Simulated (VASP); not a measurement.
# TiSi2 (lda) (Cmcm) in VASP: single point with LDA

Aim: the single point of TiSi2 (lda) with LDA.

Everything below comes from runs of VASP 6.6.1. Logs are shortened: lines on timing, memory, paths and dates and some standing lists are left out, and cuts for length are marked.

**1. The cell of the first run**

Symmetry: Cmcm, No. 63, orthorhombic system. Conventional cell: a = 3.530 Å, b = 13.519 Å, c = 3.565 Å, α = 90.00°, β = 90.00°, γ = 90.00°. Ti (site symmetry m2m) has 10 Si at 2.58 to 2.81 Å and 2 Ti at 3.31 Å within 3.4 Å. Within 3.1 Å of Si (site symmetry m2m) lie 2 Si at 2.38 Å and 6 Ti at 2.58 to 2.81 Å. Si (site symmetry m2m) has 8 Si at 2.51 to 3.15 Å and 4 Ti at 2.66 to 2.67 Å within 3.3 Å.

**2. Single point, LDA**

Contents of INCAR:

```
SYSTEM = TiSi2
PREC = Accurate ; ENCUT = 520
EDIFF = 1E-6 ; ISMEAR = 0
SIGMA = 0.1 ; LREAL = .False.
LASPH = .True. ; NELM = 100
ALGO = Normal ; ISIF = 2
LWAVE = .False. ; LCHARG = .True.
LELF = .True. ; LVHAR = .True.
NBANDS = 29
```

Contents of KPOINTS:

```
regular mesh
0
Gamma
  6 6 6
  0 0 0
```

Contents of POSCAR:

```
TiSi2
1.0
    1.7651050200     -6.7592815400      0.0000000000
    1.7651050200      6.7592815400      0.0000000000
    0.0000000000      0.0000000000      3.5651739700
Ti Si
2 4
Direct
    0.8968819200      0.1031180800      0.7500000000
    0.1031180800      0.8968819200      0.2500000000
    0.5582514500      0.4417485500      0.7500000000
    0.4417485500      0.5582514500      0.2500000000
    0.2496851800      0.7503148200      0.7500000000
    0.7503148200      0.2496851800      0.2500000000
```

Potentials or basis: VASP PAW LDA potentials, release 64 (Ti_sv, Si).

On the command line:

```bash
$ cat potpaw_LDA.64/Ti_sv/POTCAR potpaw_LDA.64/Si/POTCAR > POTCAR
$ mpirun -np 1 vasp_std > vasp.out
```

OUTCAR:

```text
SYSTEM = TiSi2
   PREC = Accurate
   ENCUT = 520
   EDIFF = 1E-6
   ISMEAR = 0
   LREAL = .False.
   LASPH = .True.
   NELM = 100
   ISIF = 2

 ion  position               nearest neighbor table
   1  0.897  0.103  0.750-   4 2.58   4 2.58   4 2.58   4 2.58   5 2.66   5 2.66   6 2.67   6 2.67
                             3 2.81   3 2.81
   2  0.103  0.897  0.250-   3 2.58   3 2.58   3 2.58   3 2.58   6 2.66   6 2.66   5 2.67   5 2.67
                             4 2.81   4 2.81
   3  0.558  0.442  0.750-   4 2.38   4 2.38   2 2.58   2 2.58   2 2.58   2 2.58   1 2.81   1 2.81
                             5 3.13   5 3.13
   4  0.442  0.558  0.250-   3 2.38   3 2.38   1 2.58   1 2.58   1 2.58   1 2.58   2 2.81   2 2.81
                             6 3.13   6 3.13
   5  0.250  0.750  0.750-   6 2.51   6 2.51   6 2.51   6 2.51   1 2.66   1 2.66   2 2.67   2 2.67
                             3 3.13   3 3.13
   6  0.750  0.250  0.250-   5 2.51   5 2.51   5 2.51   5 2.51   2 2.66   2 2.66   1 2.67   1 2.67
                             4 3.13   4 3.13

  LATTYP: Found a base centered orthorhombic cell.
 ALAT       =     3.5302100400
 B/A-ratio  =     3.8293934148
 C/A-ratio  =     1.0099042067

  Lattice vectors:

 A1 = (   1.7651050200,  -6.7592815400,   0.0000000000)
 A2 = (   1.7651050200,   6.7592815400,   0.0000000000)
 A3 = (   0.0000000000,   0.0000000000,   3.5651739700)

Analysis of symmetry for initial positions (statically):
=====================================================================
 Subroutine PRICEL returns:
 Original cell was already a primitive cell.

 Routine SETGRP: Setting up the symmetry group for a
 base centered orthorhombic supercell.

 Subroutine GETGRP returns: Found  8 space group operations
 (whereof  4 operations were pure point group operations)
 out of a pool of  8 trial point group operations.

The static configuration has the point symmetry C_2h.
 The point group associated with its full space group is D_2h.

Analysis of symmetry for dynamics (positions and initial velocities):
=====================================================================
 Subroutine PRICEL returns:
 Original cell was already a primitive cell.

 Routine SETGRP: Setting up the symmetry group for a
 base centered orthorhombic supercell.

 Subroutine GETGRP returns: Found  8 space group operations
 (whereof  4 operations were pure point group operations)
 out of a pool of  8 trial point group operations.

The dynamic configuration has the point symmetry C_2h.
 The point group associated with its full space group is D_2h.

 Subroutine INISYM returns: Found  8 space group operations
 (whereof  4 operations are pure point group operations),
 and found     1 'primitive' translations

----------------------------------------------------------------------------------------

                                     Primitive cell

  volume of cell :      85.0711

  direct lattice vectors                    reciprocal lattice vectors
     1.765105020 -6.759281540  0.000000000     0.283269264 -0.073972359  0.000000000
     1.765105020  6.759281540  0.000000000     0.283269264  0.073972359  0.000000000
     0.000000000  0.000000000  3.565173970     0.000000000  0.000000000  0.280491221

  length of vectors
     6.985948945  6.985948945  3.565173970     0.292768485  0.292768485  0.280491221

  position of ions in fractional coordinates (direct lattice)
     0.896881920  0.103118080  0.750000000
     0.103118080  0.896881920  0.250000000
     0.558251450  0.441748550  0.750000000
     0.441748550  0.558251450  0.250000000
     0.249685180  0.750314820  0.750000000
     0.750314820  0.249685180  0.250000000

  ion indices of the primitive-cell ions
   primitive index   ion index
                 1           1
                 2           2
                 3           3
                 4           4
                 5           5
                 6           6

----------------------------------------------------------------------------------------

 KPOINTS: regular mesh

Automatic generation of k-mesh.
 Grid dimensions read from file:
 generate k-points for:    6    6    6

 Generating k-lattice:

  Cartesian coordinates                     Fractional coordinates (reciprocal lattice)
     0.047211544 -0.012328726  0.000000000     0.166666667  0.000000000  0.000000000
     0.047211544  0.012328726  0.000000000     0.000000000  0.166666667  0.000000000
     0.000000000  0.000000000  0.046748537     0.000000000  0.000000000  0.166666667

  Length of vectors
     0.048794748  0.048794748  0.046748537

  Shift w.r.t. Gamma in fractional coordinates (k-lattice)
     0.000000000  0.000000000  0.000000000

 Subroutine IBZKPT returns following result:
 ===========================================

 Found     52 irreducible k-points:

 Following reciprocal coordinates:
            Coordinates               Weight
  0.000000  0.000000  0.000000      1.000000
  0.166667  0.000000  0.000000      4.000000
  0.333333  0.000000  0.000000      4.000000
  0.500000  0.000000  0.000000      2.000000
  0.166667  0.166667  0.000000      2.000000
  0.333333  0.166667  0.000000      4.000000
[... 16 lines left out ...]
  0.333333  0.333333  0.166667      4.000000
  0.500000  0.333333  0.166667      8.000000
 [... further k-points ...]
   k-points           NKPTS =     52   k-points in BZ     NKDIM =     52   number of bands    NBANDS=     29
   number of dos      NEDOS =    301   number of ions     NIONS =      6
   total plane-waves  NPLWV =  81648
   dimension x,y,z NGX =    54 NGY =   54 NGZ =   28
   dimension x,y,z NGXF=   108 NGYF=  108 NGZF=   56
   ions per type =               2   4
   NGX,Y,Z   is equivalent  to a cutoff of  12.85, 12.85, 13.06 a.u.
   NGXF,Y,Z  is equivalent  to a cutoff of  25.70, 25.70, 26.11 a.u.
 SYSTEM =  TiSi2
   PREC   = accura    normal or accurate (medium, high low for compatibility)
   ISTART =      0    job   : 0-new  1-cont  2-samecut
   ICHARG =      2    charge: 1-file 2-atom 10-const
   ISPIN  =      1    spin polarized calculation?
   LNONCOLLINEAR =      F non collinear calculations
   LSORBIT =      F    spin-orbit coupling
   LASPH  =      T    aspherical Exc in radial PAW
   ENCUT  =  520.0 eV  38.22 Ry    6.18 a.u.  12.99 12.99  6.63*2*pi/ulx,y,z
   NELM   =    100;   NELMIN=  2; NELMDL= -5     # of ELM steps
   EDIFF  = 0.1E-05   stopping-criterion for ELM
   LREAL  =      F    real-space projection
   EDIFFG = 0.1E-04   stopping-criterion for IOM
   NSW    =      0    number of steps for IOM
   IBRION =     -1    ionic relax: 0-MD 1-quasi-New 2-CG
   NFREE  =      0    steps in history (QN), initial steepest desc. (CG)
   ISIF   =      2    stress and relaxation
   ISYM   =      2    0-nonsym 1-usesym 2-fastsym
   POTIM  = 0.5000    time-step for ionic-motion
   TEBEG  =    0.0;   TEEND  =   0.0 temperature during run
   PSTRESS=    0.0 pullay stress
   NELECT =      40.0000    total number of electrons
   NUPDOWN=      -1.0000    fix difference up-down
   EMIN   =  10.00;   EMAX   =-10.00  energy-range for DOS
   EFERMI =   0.00;   METHOD = LEGACY
   ISMEAR =     0;   SIGMA  =   0.10  broadening in eV -4-tet -1-fermi 0-gaus
   EFERMI_NEDOS =   21; number of points for ismear=-14 and -15
   IALGO  =     38    algorithm
   IMIX   =      4    mixing-type and parameters
     AMIX     =   0.40;   BMIX     =  1.00
     AMIX_MAG =   1.60;   BMIX_MAG =  1.00
  volume/ion in A,a.u.               =      14.18        95.68
  Fermi-wavevector in a.u.,A,eV,Ry     =   1.273017  2.405653 22.049227  1.620572
  Thomas-Fermi vector in A             =   2.405864
   LORBIT       =      0    0 simple, 1 ext, 2 COOP (PROOUT), +10 PAW based schemes
   GGA     = CA    functional components
   LHFCALC =     F    Hartree Fock is set to
   AEXX    =    0.0000 exact exchange contribution
   IVDW    =     0    specifies the selected vdW correction
   LEPSILON=     F    determine dielectric tensor
   LRPA    =     F    only Hartree local field effects (RPA)
 non-spin polarized calculation
 Gauss-broadening in eV      SIGMA  =   0.10
  energy-cutoff  :      520.00
  volume of cell :       85.07
 maximum number of plane-waves:      2318
 NGX is ok and might be reduce to    54
   NGX = 25   NGY = 25   NGZ = 13

 number of electron      40.0000005 magnetization

 Free energy of the ion-electron system (eV)
  ---------------------------------------------------
  ext. energy  EPLUGINS =         0.00000000
  ---------------------------------------------------
  free energy    TOTEN  =       -44.95032339 eV

  energy without entropy =      -44.94046648  energy(sigma->0) =      -44.94539494

 E-fermi :  10.4231     XC(G=0): -11.7981

 val. band max:       10.4101378875   @ k =  -0.3333   0.1667   0.0000
 cond. band min:      10.4476372527   @ k =  -0.3333   0.1667   0.1667
 fundamental gap:      0.0374993652
 Fermi energy:        10.4230533513

 k-point     1 :       0.0000    0.0000    0.0000
  band No.  band energies     occupation
      1     -45.6866      2.00000
      2     -45.6766      2.00000
      3     -22.4314      2.00000
      4     -22.3902      2.00000
      5     -22.3768      2.00000
      6     -22.3749      2.00000
[... 21 lines left out ...]
     28      13.3505      0.00000
     29      13.5416      0.00000

 k-point     2 :       0.1667    0.0000    0.0000
  band No.  band energies     occupation
      1     -45.6854      2.00000
      2     -45.6755      2.00000
      3     -22.4280      2.00000
      4     -22.4100      2.00000
      5     -22.3948      2.00000
      6     -22.3730      2.00000
[... 21 lines left out ...]
     28      13.4935      0.00000
     29      13.7197      0.00000

 k-point     3 :       0.3333    0.0000    0.0000
  band No.  band energies     occupation
      1     -45.6830      2.00000
      2     -45.6733      2.00000
      3     -22.4498      2.00000
      4     -22.4308      2.00000
      5     -22.4204      2.00000
      6     -22.3692      2.00000
[... 638 lines left out ...]
      5     -22.4153      2.00000
      6     -22.3886      2.00000
[... 21 lines left out ...]
     28      13.6007      0.00000
     29      14.2490      0.00000

 k-point    24 :       0.5000    0.3333    0.1667
  band No.  band energies     occupation
      1     -45.6837      2.00000
      2     -45.6753      2.00000
      3     -22.4213      2.00000
      4     -22.4072      2.00000
      5     -22.3944      2.00000
      6     -22.3924      2.00000
[... 21 lines left out ...]
     28      13.8015      0.00000
     29      14.1290      0.00000

 [... further k-points ...]
[... 5 lines left out ...]
  --------------------------------------------------------------------------------------
  -------------------------------------------------------------------------------------
  Total       -2.8095795     -2.6633124     -2.8454739      0.0000000      0.0000000      0.0000000
  in kB      -52.9139394    -50.1592328    -53.5899542      0.0000000      0.0000000      0.0000000
  external PRESSURE =     -52.2210421 kB  Pullay stress =       0.0000000 kB

 VOLUME and BASIS-vectors are now :
 -----------------------------------------------------------------------------
  energy-cutoff  :      520.00
  volume of cell :       85.07
      direct lattice vectors                 reciprocal lattice vectors
     1.765105020 -6.759281540  0.000000000     0.283269264 -0.073972359  0.000000000
     1.765105020  6.759281540  0.000000000     0.283269264  0.073972359  0.000000000
     0.000000000  0.000000000  3.565173970     0.000000000  0.000000000  0.280491221

 POSITION                                       TOTAL-FORCE (eV/Angst)
 -----------------------------------------------------------------------------------
      1.76511     -5.36527      2.67388         0.000000      0.012432     -0.000000
      1.76511      5.36527      0.89129         0.000000     -0.012432      0.000000
      1.76511     -0.78748      2.67388         0.000000     -0.131104      0.000000
      1.76511      0.78748      0.89129         0.000000      0.131104      0.000000
      1.76511      3.38390      2.67388         0.000000      0.037329      0.000000
      1.76511     -3.38390      0.89129         0.000000     -0.037329      0.000000
 -----------------------------------------------------------------------------------
    total drift:                                0.000000      0.000000      0.000000

  FREE ENERGIE OF THE ION-ELECTRON SYSTEM (eV)
  ---------------------------------------------------
  free  energy   TOTEN  =       -44.9503233921 eV

  energy  without entropy=      -44.9404664828  energy(sigma->0) =      -44.94539494
```

Run time: 2.8 min. Hardware: 1 thread of Intel Xeon Platinum 8375C at 2.90GHz (Ice Lake), shared host; peak memory 0.28 GiB.

Results:

```
Free energy            : -44.9503 eV
Pressure               : -5.2 GPa
Largest force          : 0.131 eV/Å
Band gap on the k mesh : zero (band 20 reaches 10.90 eV, above the bottom of band 21 at 9.88 eV)
```

Forces in eV/Å, atoms in the order of the input:
```
Ti   0.000  0.012  0.000
Ti   0.000 -0.012  0.000
Si   0.000 -0.131  0.000
Si   0.000  0.131  0.000
Si   0.000  0.037  0.000
Si   0.000 -0.037  0.000
```

Levels at points of the mesh, in eV from the Fermi level:
| k point | band 16 | band 17 | band 18 | band 19 | band 20 | band 21 | band 22 | band 23 | band 24 | band 25 |
| --- | --- | --- | --- | --- | --- | --- | --- | --- | --- | --- |
| (0.00, 0.00, 0.00) | -2.52 | -2.15 | -2.05 | -2.04 | 0.47 | 0.70 | 0.82 | 0.89 | 1.39 | 1.44 |
| (0.50, 0.00, 0.00) | -2.45 | -1.64 | -1.44 | -0.67 | -0.55 | -0.54 | 1.18 | 1.48 | 1.61 | 1.78 |
| (0.50, 0.50, 0.00) | -2.57 | -2.52 | -1.89 | -1.17 | 0.40 | 0.65 | 0.76 | 0.92 | 1.11 | 2.09 |
| (0.00, 0.00, 0.50) | -2.26 | -1.62 | -1.62 | -0.03 | -0.03 | 0.85 | 0.85 | 1.50 | 1.50 | 1.61 |
| (0.50, 0.00, 0.50) | -3.98 | -3.16 | -3.16 | -2.41 | -2.41 | 1.73 | 1.73 | 1.83 | 1.83 | 2.55 |
| (0.50, 0.50, 0.50) | -3.29 | -2.01 | -2.01 | -0.86 | -0.86 | 0.46 | 0.46 | 1.63 | 1.63 | 2.42 |
